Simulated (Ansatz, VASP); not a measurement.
## TiC in VASP and in Ansatz

```xyz
2
Lattice="0.0000 1.9828 2.5776 1.9828 0.0000 2.5776 1.9828 1.9828 0.0000" Properties=species:S:1:pos:R:3 pbc="T T T"
Ti    0.0000    0.0000    0.0000
C     1.9828    1.9828    2.5776
```

Alike in both runs: task single point; functional PBEsol; k mesh 20 × 20 × 20; occupations gaussian, width 0.15 eV; no spin polarisation.

|  | VASP | Ansatz |
| --- | --- | --- |
| version | VASP 6.6.1 | Ansatz 0.2.0 |
| potentials or method | VASP PAW PBE potentials, release 64 (Ti_sv, C), cutoff 520 eV | scalar-relativistic, plane waves, PAW |
| valence electrons in the cell | 16 | 16 |

```tsv
	VASP	Ansatz	Ansatz less VASP
gap on the k mesh at the Fermi level (eV)	none	none	-
pressure (GPa)	25.1	25.1	-0.06
traceless stress, the component that is largest in VASP (GPa)	-60.14	-59.94	+0.207
```

VASP's potentials were made for PBE, not for PBEsol. A gap of «none» marks a metal or a gap that the smearing closes. The functional is the same, so the differences come from potentials, cutoffs and numerics.
